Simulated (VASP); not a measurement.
Crystal: B.

```
B
1.0
     1.98406    1.14550    3.22953
    -1.98406    1.14550    3.22953
     0.00000   -2.29100    3.22953
B
6
Direct
  0.50000 0.50000 0.00000
  0.00000 0.50000 0.50000
  0.50000 0.00000 0.50000
  0.17118 0.17118 0.17118
  0.82882 0.82882 0.82882
  0.00000 0.00000 0.00000
```

The cell was built from a structure type or drawn by symmetry, and may not be a known phase.

```yaml
Program: VASP 6.6.1
Task: relaxation of cell and atoms
Functional: PBE
Potentials_or_basis: VASP PAW PBE potentials, release 64 (B)
Cutoff: 600 eV
k_mesh: 6 × 6 × 6
Occupations: gaussian, width 0.1 eV
Spin: no spin polarisation
```

At the start: pressure -4.8 GPa; volume 7.34 Å³/atom.

Task: Where does the relaxation end?

Result: Over 17 steps the energy falls by 324.5 meV/atom and the volume is 8.79 Å³/atom (+19.7 %); space group R-3m (No. 166, to 0.1 Å) before and after.

The path:
| step | energy change (eV) | largest force (eV/Å) | pressure (GPa) | volume (Å³) |
| --- | --- | --- | --- | --- |
| 1 | 0.0000 | 1.4830 | -4.80 | 44.04 |
| 2 | -0.1735 | 0.7036 | 0.42 | 42.65 |
| 3 | -0.1978 | 0.2268 | 4.94 | 41.83 |
| 4 | -0.3488 | 0.1745 | 3.80 | 42.56 |
| 5 | -0.6768 | 1.0607 | 7.49 | 44.63 |
| 6 | -0.7752 | 0.9488 | 5.70 | 45.50 |
| 7 | -1.0815 | 0.1327 | 1.56 | 48.07 |
| 8 | -1.6933 | 0.0310 | -6.35 | 53.00 |
| 9 | -1.3079 | 1.1290 | -15.54 | 61.67 |
| 10 | -1.8002 | 0.3389 | -9.65 | 55.44 |
| 11 | -1.8611 | 0.4925 | -7.74 | 55.85 |
| 12 | -1.8622 | 0.4582 | -8.02 | 55.81 |
| 13 | -1.9331 | 0.0924 | -3.47 | 53.99 |
| 14 | -1.9456 | 0.1545 | -0.50 | 52.94 |
| 15 | -1.9457 | 0.1677 | -0.34 | 52.89 |
| 16 | -1.9468 | 0.0556 | -0.09 | 52.78 |
| 17 | -1.9469 | 0.0157 | 0.01 | 52.74 |

Final structure:
```cif
data_structure
_symmetry_space_group_name_H-M 'P 1'
_symmetry_Int_Tables_number 1
_cell_length_a 3.7925
_cell_length_b 3.7925
_cell_length_c 3.7925
_cell_angle_alpha 81.035
_cell_angle_beta 81.035
_cell_angle_gamma 81.035
_cell_volume 52.74
loop_
_atom_site_label
_atom_site_type_symbol
_atom_site_fract_x
_atom_site_fract_y
_atom_site_fract_z
_atom_site_occupancy
B1 B 0.50000 0.50000 0.00000 1
B2 B 0.00000 0.50000 0.50000 1
B3 B 0.50000 0.00000 0.50000 1
B4 B 0.22346 0.22346 0.22346 1
B5 B 0.77654 0.77654 0.77654 1
B6 B 0.00000 0.00000 0.00000 1
```

Caveat: the volume moved by over 15 % at a fixed basis, so the end points are rough.
